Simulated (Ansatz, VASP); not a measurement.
InSb: VASP beside Ansatz

Contents of INCAR:

```
ALGO = Normal
EDIFF = 1E-6
ENCUT = 520
GGA = PE
ISIF = 2
ISMEAR = -1
LASPH = T
LCHARG = T
LELF = T
LREAL = F
LVHAR = T
LWAVE = F
NBANDS = 16
NELM = 60
PREC = Accurate
SIGMA = 0.08
```

File KPOINTS:

```
k-points
0
Gamma
  11 11 11
```

The input POSCAR:

```
InSb
1.0
    3.7285684006      0.0000000000      0.0000000000
    0.0000000000      3.7285684006      0.0000000000
    0.0000000000      0.0000000000      3.7285684006
In Sb
1 1
Direct
    0.0000000000      0.0000000000      0.0000000000
    0.5000000000      0.5000000000      0.5000000000
```

Input for Ansatz:

```yaml
crystal:
  lattice:
    - [3.7285684006, 0.0, 0.0]
    - [0.0, 3.7285684006, 0.0]
    - [0.0, 0.0, 3.7285684006]
  atoms:
    - { symbol: In, position: [0.0, 0.0, 0.0] }
    - { symbol: Sb, position: [0.5, 0.5, 0.5] }
kpoints:
  mp_grid: { grid: [11, 11, 11] }
scf:
  occupations: { method: fermi_dirac, width: 0.08 }
hamiltonian:
  xc: pbe
  pseudopotentials: { kind: all_electron, lapw: { basis_error: 0.001 } }
output:
  forces: true
  stress: true
  eigenvalues: true
  populations: true
```

Change from the starting cell: volume scaled by 0.94, LAPW.

Alike in both runs: task single point; functional PBE; k mesh 11 × 11 × 11; occupations fermi-dirac, width 0.08 eV; no spin polarisation.

|  | VASP | Ansatz |
| --- | --- | --- |
| version | VASP 6.6.1 | Ansatz 0.2.0 |
| potentials or method | VASP PAW PBE potentials, release 64 (In_d, Sb), cutoff 520 eV | all-electron LAPW, scalar-relativistic |

```tsv
	VASP	Ansatz	Ansatz less VASP
pressure (GPa)	3.2	3.2	+0.08
```

Ansatz ran all-electron here, and VASP with PAW potentials.

Neither program's run includes spin-orbit coupling.
